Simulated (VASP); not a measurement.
# GaAs (l) (F-43m) in VASP: notebook

The runs below take GaAs (l) through single point, relaxation of cell and atoms, with LDA.

Everything below comes from runs of VASP 6.6.1. Logs are shortened: lines on timing, memory, paths and dates and some standing lists are left out, and cuts for length are marked.

### 1 The cell of the first run

Symmetry: F-43m, No. 216, cubic system. Conventional cell: a = 5.750 Å, b = 5.750 Å, c = 5.750 Å, α = 90.00°, β = 90.00°, γ = 90.00°. Ga (site symmetry -43m) has 4 As at 2.49 Å within 3.3 Å. Within 3.3 Å of As (site symmetry -43m) lie 4 Ga at 2.49 Å.

### 2 Single point, LDA

File INCAR:

```
PREC = Accurate
ENCUT = 500
EDIFF = 1E-6
ISMEAR = 0
SIGMA = 0.1
LREAL = False
LASPH = True
NELM = 120
ALGO = Normal
ISIF = 2
LWAVE = False
LCHARG = False
NBANDS = 16
GGA_COMPAT = False
```

File KPOINTS:

```
regular mesh
0
Gamma
  6 6 6
```

File POSCAR:

```
GaAs
1.0
    0.0000000000      2.8750910500      2.8750910500
    2.8750910500      0.0000000000      2.8750910500
    2.8750910500      2.8750910500      0.0000000000
Ga As
1 1
Direct
    0.0000000000      0.0000000000      0.0000000000
    0.2500000000      0.2500000000      0.2500000000
```

Potentials or basis: VASP PAW LDA potentials, release 64 (Ga_d, As).

Launch:

```
> cat potpaw_LDA.64/Ga_d/POTCAR potpaw_LDA.64/As/POTCAR > POTCAR
> mpirun -np 1 vasp_std > vasp.out
```

OUTCAR:

```text
PREC = Accurate
   ENCUT = 500
   EDIFF = 1E-6
   ISMEAR = 0
   LREAL = False
   LASPH = True
   NELM = 120
   ISIF = 2

 ion  position               nearest neighbor table
   1  0.000  0.000  0.000-   2 2.49   2 2.49   2 2.49   2 2.49
   2  0.250  0.250  0.250-   1 2.49   1 2.49   1 2.49   1 2.49

  LATTYP: Found a face centered cubic cell.
 ALAT       =     5.7501821000

  Lattice vectors:

 A1 = (   0.0000000000,   2.8750910500,   2.8750910500)
 A2 = (   2.8750910500,   0.0000000000,   2.8750910500)
 A3 = (   2.8750910500,   2.8750910500,   0.0000000000)

Analysis of symmetry for initial positions (statically):
=====================================================================
 Subroutine PRICEL returns:
 Original cell was already a primitive cell.

 Routine SETGRP: Setting up the symmetry group for a
 face centered cubic supercell.

 Subroutine GETGRP returns: Found 24 space group operations
 (whereof 24 operations were pure point group operations)
 out of a pool of 48 trial point group operations.

The static configuration has the point symmetry T_d .

Analysis of symmetry for dynamics (positions and initial velocities):
=====================================================================
 Subroutine PRICEL returns:
 Original cell was already a primitive cell.

 Routine SETGRP: Setting up the symmetry group for a
 face centered cubic supercell.

 Subroutine GETGRP returns: Found 24 space group operations
 (whereof 24 operations were pure point group operations)
 out of a pool of 48 trial point group operations.

The dynamic configuration has the point symmetry T_d .

 Subroutine INISYM returns: Found 24 space group operations
 (whereof 24 operations are pure point group operations),
 and found     1 'primitive' translations

----------------------------------------------------------------------------------------

                                     Primitive cell

  volume of cell :      47.5319

  direct lattice vectors                    reciprocal lattice vectors
     0.000000000  2.875091050  2.875091050    -0.173907536  0.173907536  0.173907536
     2.875091050  0.000000000  2.875091050     0.173907536 -0.173907536  0.173907536
     2.875091050  2.875091050  0.000000000     0.173907536  0.173907536 -0.173907536

  length of vectors
     4.065992756  4.065992756  4.065992756     0.301216688  0.301216688  0.301216688

  position of ions in fractional coordinates (direct lattice)
     0.000000000  0.000000000  0.000000000
     0.250000000  0.250000000  0.250000000

  ion indices of the primitive-cell ions
   primitive index   ion index
                 1           1
                 2           2

----------------------------------------------------------------------------------------

 KPOINTS: regular mesh

Automatic generation of k-mesh.
 Grid dimensions read from file:
 generate k-points for:    6    6    6

 Generating k-lattice:

  Cartesian coordinates                     Fractional coordinates (reciprocal lattice)
    -0.028984589  0.028984589  0.028984589     0.166666667  0.000000000  0.000000000
     0.028984589 -0.028984589  0.028984589     0.000000000  0.166666667  0.000000000
     0.028984589  0.028984589 -0.028984589     0.000000000  0.000000000  0.166666667

  Length of vectors
     0.050202781  0.050202781  0.050202781

  Shift w.r.t. Gamma in fractional coordinates (k-lattice)
     0.000000000  0.000000000  0.000000000

 Subroutine IBZKPT returns following result:
 ===========================================

 Found     16 irreducible k-points:

 Following reciprocal coordinates:
            Coordinates               Weight
  0.000000  0.000000  0.000000      1.000000
  0.166667  0.000000  0.000000      8.000000
  0.333333  0.000000  0.000000      8.000000
  0.500000  0.000000  0.000000      4.000000
  0.166667  0.166667  0.000000      6.000000
  0.333333  0.166667  0.000000     24.000000
[... 8 lines left out ...]
 -0.333333  0.333333  0.166667     24.000000
 -0.333333  0.500000  0.166667     12.000000
   k-points           NKPTS =     16   k-points in BZ     NKDIM =     16   number of bands    NBANDS=     16
   number of dos      NEDOS =    301   number of ions     NIONS =      2
   total plane-waves  NPLWV =  27000
   dimension x,y,z NGX =    30 NGY =   30 NGZ =   30
   dimension x,y,z NGXF=    60 NGYF=   60 NGZF=   60
   ions per type =               1   1
   NGX,Y,Z   is equivalent  to a cutoff of  12.27, 12.27, 12.27 a.u.
   NGXF,Y,Z  is equivalent  to a cutoff of  24.53, 24.53, 24.53 a.u.
 SYSTEM =  unknown system
   PREC   = accura    normal or accurate (medium, high low for compatibility)
   ISTART =      0    job   : 0-new  1-cont  2-samecut
   ICHARG =      2    charge: 1-file 2-atom 10-const
   ISPIN  =      1    spin polarized calculation?
   LNONCOLLINEAR =      F non collinear calculations
   LSORBIT =      F    spin-orbit coupling
   LASPH  =      T    aspherical Exc in radial PAW
   ENCUT  =  500.0 eV  36.75 Ry    6.06 a.u.   7.41  7.41  7.41*2*pi/ulx,y,z
   NELM   =    120;   NELMIN=  2; NELMDL= -5     # of ELM steps
   EDIFF  = 0.1E-05   stopping-criterion for ELM
   LREAL  =      F    real-space projection
   EDIFFG = 0.1E-04   stopping-criterion for IOM
   NSW    =      0    number of steps for IOM
   IBRION =     -1    ionic relax: 0-MD 1-quasi-New 2-CG
   NFREE  =      0    steps in history (QN), initial steepest desc. (CG)
   ISIF   =      2    stress and relaxation
   ISYM   =      2    0-nonsym 1-usesym 2-fastsym
   POTIM  = 0.5000    time-step for ionic-motion
   TEBEG  =    0.0;   TEEND  =   0.0 temperature during run
   PSTRESS=    0.0 pullay stress
   NELECT =      18.0000    total number of electrons
   NUPDOWN=      -1.0000    fix difference up-down
   EMIN   =  10.00;   EMAX   =-10.00  energy-range for DOS
   EFERMI =   0.00;   METHOD = LEGACY
   ISMEAR =     0;   SIGMA  =   0.10  broadening in eV -4-tet -1-fermi 0-gaus
   EFERMI_NEDOS =   21; number of points for ismear=-14 and -15
   IALGO  =     38    algorithm
   IMIX   =      4    mixing-type and parameters
     AMIX     =   0.40;   BMIX     =  1.00
     AMIX_MAG =   1.60;   BMIX_MAG =  1.00
  volume/ion in A,a.u.               =      23.77       160.38
  Fermi-wavevector in a.u.,A,eV,Ry     =   1.184415  2.238221 19.086796  1.402840
  Thomas-Fermi vector in A             =   2.320630
   LORBIT       =      0    0 simple, 1 ext, 2 COOP (PROOUT), +10 PAW based schemes
   GGA     = CA    functional components
   LHFCALC =     F    Hartree Fock is set to
   AEXX    =    0.0000 exact exchange contribution
   IVDW    =     0    specifies the selected vdW correction
   LEPSILON=     F    determine dielectric tensor
   LRPA    =     F    only Hartree local field effects (RPA)
 non-spin polarized calculation
 Gauss-broadening in eV      SIGMA  =   0.10
  energy-cutoff  :      500.00
  volume of cell :       47.53
 maximum number of plane-waves:      1243
 NGX is ok and might be reduce to    30
   NGX = 15   NGY = 15   NGZ = 15

 number of electron      17.9999988 magnetization

 Free energy of the ion-electron system (eV)
  ---------------------------------------------------
  ext. energy  EPLUGINS =         0.00000000
  ---------------------------------------------------
  free energy    TOTEN  =        -9.56349923 eV

  energy without entropy =       -9.56269115  energy(sigma->0) =       -9.56309519

 E-fermi :   3.3770     XC(G=0):  -9.6881

 val. band max:        3.3384085803   @ k =   0.0000   0.0000   0.0000
 cond. band min:       4.0591794216   @ k =   0.5000   0.0000   0.0000
 fundamental gap:      0.7207708413
 Fermi energy:         3.3770474361

 k-point     1 :       0.0000    0.0000    0.0000
  band No.  band energies     occupation
      1     -11.5132      2.00000
      2     -11.5132      2.00000
      3     -11.5132      2.00000
      4     -11.4467      2.00000
      5     -11.4467      2.00000
      6      -9.0754      2.00000
[... 8 lines left out ...]
     15      13.3727      0.00000
     16      13.3727      0.00000

 k-point     2 :       0.1667    0.0000    0.0000
  band No.  band energies     occupation
      1     -11.5299      2.00000
      2     -11.5083      2.00000
      3     -11.5083      2.00000
      4     -11.4468      2.00000
      5     -11.4468      2.00000
      6      -8.7792      2.00000
[... 8 lines left out ...]
     15      12.2903      0.00000
     16      12.2903      0.00000

 k-point     3 :       0.3333    0.0000    0.0000
  band No.  band energies     occupation
      1     -11.5606      2.00000
      2     -11.5001      2.00000
      3     -11.5001      2.00000
      4     -11.4454      2.00000
      5     -11.4454      2.00000
      6      -8.0180      2.00000
[... 8 lines left out ...]
     15      12.8453      0.00000
     16      12.8453      0.00000

 k-point     4 :       0.5000    0.0000    0.0000
  band No.  band energies     occupation
      1     -11.5748      2.00000
      2     -11.4971      2.00000
      3     -11.4971      2.00000
      4     -11.4436      2.00000
      5     -11.4436      2.00000
      6      -7.4625      2.00000
[... 8 lines left out ...]
     15      14.8939      0.00000
     16      14.8939      0.00000

 k-point     5 :       0.1667    0.1667    0.0000
  band No.  band energies     occupation
      1     -11.5398      2.00000
      2     -11.5034      2.00000
      3     -11.5034      2.00000
      4     -11.4510      2.00000
      5     -11.4441      2.00000
      6      -8.6797      2.00000
[... 8 lines left out ...]
     15      12.5425      0.00000
     16      13.8093      0.00000

 k-point     6 :       0.3333    0.1667    0.0000
  band No.  band energies     occupation
      1     -11.5639      2.00000
      2     -11.4962      2.00000
      3     -11.4943      2.00000
      4     -11.4532      2.00000
      5     -11.4420      2.00000
      6      -8.0606      2.00000
[... 8 lines left out ...]
     15      13.7397      0.00000
     16      14.0926      0.00000

 k-point     7 :       0.5000    0.1667    0.0000
  band No.  band energies     occupation
      1     -11.5789      2.00000
      2     -11.4938      2.00000
      3     -11.4904      2.00000
      4     -11.4497      2.00000
      5     -11.4424      2.00000
      6      -7.3388      2.00000
[... 8 lines left out ...]
     15      14.4320      0.00000
     16      14.9330      0.00000

 k-point     8 :      -0.3333    0.1667    0.0000
  band No.  band energies     occupation
      1     -11.5733      2.00000
      2     -11.4949      2.00000
      3     -11.4937      2.00000
      4     -11.4469      2.00000
      5     -11.4456      2.00000
      6      -7.5414      2.00000
[... 8 lines left out ...]
     15      12.9833      0.00000
     16      14.7070      0.00000

 k-point     9 :      -0.1667    0.1667    0.0000
  band No.  band energies     occupation
      1     -11.5509      2.00000
      2     -11.5026      2.00000
      3     -11.4999      2.00000
      4     -11.4491      2.00000
      5     -11.4450      2.00000
      6      -8.3199      2.00000
[... 8 lines left out ...]
     15      12.8933      0.00000
     16      13.5366      0.00000

 k-point    10 :       0.3333    0.3333    0.0000
  band No.  band energies     occupation
      1     -11.5839      2.00000
      2     -11.4832      2.00000
      3     -11.4832      2.00000
      4     -11.4613      2.00000
      5     -11.4387      2.00000
      6      -7.6349      2.00000
[... 8 lines left out ...]
     15      15.0944      0.00000
     16      15.8113      0.00000

 k-point    11 :       0.5000    0.3333    0.0000
  band No.  band energies     occupation
      1     -11.5937      2.00000
      2     -11.4814      2.00000
      3     -11.4781      2.00000
      4     -11.4610      2.00000
      5     -11.4388      2.00000
      6      -7.0132      2.00000
[... 8 lines left out ...]
     15      15.3447      0.00000
     16      15.6456      0.00000

 k-point    12 :      -0.3333    0.3333    0.0000
  band No.  band energies     occupation
      1     -11.5870      2.00000
      2     -11.4883      2.00000
      3     -11.4824      2.00000
      4     -11.4533      2.00000
      5     -11.4439      2.00000
      6      -6.9608      2.00000
[... 8 lines left out ...]
     15      12.8552      0.00000
     16      17.0075      0.00000

 k-point    13 :       0.5000    0.5000    0.0000
  band No.  band energies     occupation
      1     -11.6030      2.00000
      2     -11.4728      2.00000
      3     -11.4728      2.00000
      4     -11.4671      2.00000
      5     -11.4360      2.00000
      6      -6.7866      2.00000
[... 8 lines left out ...]
     15      15.9426      0.00000
     16      16.3924      0.00000

 k-point    14 :       0.5000    0.3333    0.1667
  band No.  band energies     occupation
      1     -11.5806      2.00000
      2     -11.4909      2.00000
      3     -11.4850      2.00000
      4     -11.4550      2.00000
      5     -11.4417      2.00000
      6      -7.4097      2.00000
[... 8 lines left out ...]
     15      14.0714      0.00000
     16      15.9585      0.00000

 k-point    15 :      -0.3333    0.3333    0.1667
  band No.  band energies     occupation
      1     -11.5868      2.00000
      2     -11.4905      2.00000
      3     -11.4809      2.00000
      4     -11.4532      2.00000
      5     -11.4436      2.00000
      6      -6.9601      2.00000
[... 8 lines left out ...]
     15      15.0826      0.00000
     16      15.6444      0.00000

 k-point    16 :      -0.3333    0.5000    0.1667
  band No.  band energies     occupation
      1     -11.5946      2.00000
      2     -11.4840      2.00000
      3     -11.4756      2.00000
      4     -11.4589      2.00000
      5     -11.4407      2.00000
      6      -6.7514      2.00000
[... 8 lines left out ...]
     15      15.1388      0.00000
     16      16.2380      0.00000

------------------------ aborting loop because EDIFF is reached ----------------------------------------

  FORCE on cell =-STRESS in cart. coord.  units (eV):
  Direction    XX          YY          ZZ          XY          YZ          ZX
  --------------------------------------------------------------------------------------
  -------------------------------------------------------------------------------------
  Total       -1.3247099     -1.3247099     -1.3247099     -0.0000000      0.0000000     -0.0000000
  in kB      -44.6525802    -44.6525802    -44.6525802     -0.0000000      0.0000000     -0.0000000
  external PRESSURE =     -44.6525802 kB  Pullay stress =       0.0000000 kB

 VOLUME and BASIS-vectors are now :
 -----------------------------------------------------------------------------
  energy-cutoff  :      500.00
  volume of cell :       47.53
      direct lattice vectors                 reciprocal lattice vectors
     0.000000000  2.875091050  2.875091050    -0.173907536  0.173907536  0.173907536
     2.875091050  0.000000000  2.875091050     0.173907536 -0.173907536  0.173907536
     2.875091050  2.875091050  0.000000000     0.173907536  0.173907536 -0.173907536

 POSITION                                       TOTAL-FORCE (eV/Angst)
 -----------------------------------------------------------------------------------
      0.00000      0.00000      0.00000         0.000000      0.000000      0.000000
      1.43755      1.43755      1.43755        -0.000000     -0.000000     -0.000000
 -----------------------------------------------------------------------------------
    total drift:                                0.000000      0.000000      0.000000

  FREE ENERGIE OF THE ION-ELECTRON SYSTEM (eV)
  ---------------------------------------------------
  free  energy   TOTEN  =        -9.5634992253 eV

  energy  without entropy=       -9.5626911490  energy(sigma->0) =       -9.56309519
```

It took 12 s on 1 thread of AMD EPYC 7R43 (Zen 3), shared host; peak memory 0.11 GiB.

Results:

```yaml
Free_energy: -9.5635 eV
Pressure: -4.5 GPa
Band_gap_on_the_k_mesh: zero (filled and empty bands touch)
```

Levels at points of the mesh, in eV from the Fermi level:
```
           k point  band 6  band 7  band 8  band 9  band 10  band 11  band 12  band 13
(0.00, 0.00, 0.00)  -12.45   -0.08   -0.04   -0.04    -0.04     3.61     3.61     3.61
(0.50, 0.00, 0.00)  -10.84   -6.47   -1.11   -1.11     0.68     4.51     4.51     7.46
(0.50, 0.50, 0.00)  -10.16   -6.69   -2.56   -2.56     1.39     1.53     9.60     9.60
```

[end of part 1 of 2]
